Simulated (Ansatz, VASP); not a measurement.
**Two plane-wave programs on SnO**

INCAR

```
SYSTEM = SnO
  PREC = Accurate
  ENCUT = 520
  EDIFF = 1E-7
  ISMEAR = 0
  SIGMA = 0.05
  LREAL = .FALSE.
  LASPH = .TRUE.
  NELM = 60
  ALGO = Normal
  ISIF = 2
  LWAVE = .FALSE.
  LCHARG = .FALSE.
  LDIPOL = .TRUE.
  IDIPOL = 3
  DIPOL = 0.5 0.5 0.394
  GGA = PE
  IVDW = 12
  NBANDS = 50
```

KPOINTS

```
Automatic mesh
0
G
  7 7 1
  0 0 0
```

The input POSCAR:

```
SnO
1.0
    3.8201526160      0.0002954389      0.0000000000
   -0.0003145156      3.8201526145      0.0000000000
    0.0000000000      0.0000000000     22.2260756252
Sn O
4 4
Direct
    0.9999453016      0.9999453016      0.2024648920
    0.4999453016      0.4999453016      0.3087831576
    0.7499453016      0.7499453016      0.4797535108
    0.2499453016      0.2499453016      0.5860717765
    0.9999461184      0.4999461184      0.2556240248
    0.4999461184      0.9999461184      0.2556240248
    0.7499461184      0.2499461184      0.5329126436
    0.2499461184      0.7499461184      0.5329126436
```

Input for Ansatz:

```yaml
crystal:
  lattice:
    - [3.8201528543, 0.0002954551, 0.0]
    - [-0.0003145191, 3.8201528528, 0.0]
    - [0.0, 0.0, 22.226074346]
  atoms:
    - { symbol: Sn, position: [0.9999452911, 0.9999452911, 0.2024649036] }
    - { symbol: O, position: [0.9999461074, 0.4999461074, 0.2556240251] }
    - { symbol: O, position: [0.4999461074, 0.9999461074, 0.2556240251] }
    - { symbol: Sn, position: [0.4999452911, 0.4999452911, 0.3087831466] }
    - { symbol: Sn, position: [0.7499452911, 0.7499452911, 0.4797535096] }
    - { symbol: O, position: [0.7499461074, 0.2499461074, 0.5329126311] }
    - { symbol: O, position: [0.2499461074, 0.7499461074, 0.5329126311] }
    - { symbol: Sn, position: [0.2499452911, 0.2499452911, 0.5860717526] }
basis:
  ecutwfc: 420
kpoints:
  mp_grid: { grid: [7, 7, 1] }
hamiltonian:
  xc: pbe
  pseudopotentials: { kind: paw, azcp: { folder: soft_1 } }
  dispersion: d3bj
scf:
  occupations: { method: gaussian, width: 0.05 }
output:
  forces: true
  eigenvalues: true
efield:
  axis: 3
  dipole_correction: true
  ramp_width: 0.04
```

Alike in both runs: task single point; functional PBE; dispersion D3(BJ); k mesh 7 × 7 × 1; occupations gaussian, width 0.05 eV; no spin polarisation.

|  | VASP | Ansatz |
| --- | --- | --- |
| version | VASP 6.6.1 | Ansatz 0.2.0 |
| potentials or method | VASP PAW PBE potentials, release 64 (Sn_d, O), cutoff 520 eV | scalar-relativistic, plane waves, PAW |
| valence electrons in the cell | 80 | 80 |

VASP gave:

| Property | Result |
| --- | --- |
| gap on the k mesh at the Fermi level (eV) | 2.31 |
| least direct gap on the mesh (eV) | 2.48 |
| rms of the force components (eV/Å) | 0.040 |

Task: Which values does Ansatz return?

Result: gap on the k mesh at the Fermi level (eV): 2.32; least direct gap on the mesh (eV): 2.52; rms of the force components (eV/Å): 0.032.
